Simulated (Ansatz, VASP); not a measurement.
Two plane-wave programs on Y3N2

```
CELL_PARAMETERS angstrom
3.46549 0.00000 0.00000
-1.73275 3.00120 0.00000
0.00000 0.00000 8.60457
ATOMIC_POSITIONS crystal
Y 0.00000 0.00000 0.24945
Y 0.00000 0.00000 0.75055
Y 0.00000 0.00000 0.50000
N 0.00000 0.00000 0.06209
N 0.00000 0.00000 0.93791
```

Alike in both runs: task relaxation of cell and atoms; functional PBE; k mesh 6 × 6 × 2; occupations gaussian, width 0.1 eV; no spin polarisation.

|  | VASP | Ansatz |
| --- | --- | --- |
| version | VASP 6.6.1 | Ansatz 0.2.0 |
| potentials or method | VASP PAW PBE potentials, release 64 (Y_sv, N_h), cutoff 910 eV | scalar-relativistic, plane waves, PAW |
| valence electrons in the cell | 43 | 43 |

|  | VASP | Ansatz | Ansatz less VASP |
| --- | --- | --- | --- |
| gap on the k mesh at the Fermi level, each at its own relaxed structure (eV) | none | none | - |
| relaxed volume (Å³/atom) | 24.14 | 25.62 | +1.479 |
| relaxed cell length with the largest relative difference (Å) | 12.103 | 12.585 | +0.4816 |

A gap of «none» marks a metal or a gap that the smearing closes. One of these differences is far larger than is usual between the two programs; its cause wasn't traced.

The k mesh is coarse, so the values compare programs but aren't converged. Noted on VASP's run: the cutoff is short for stress, so the pressure is rough; the volume moved by over 15 % at a fixed basis, so the end points are rough.
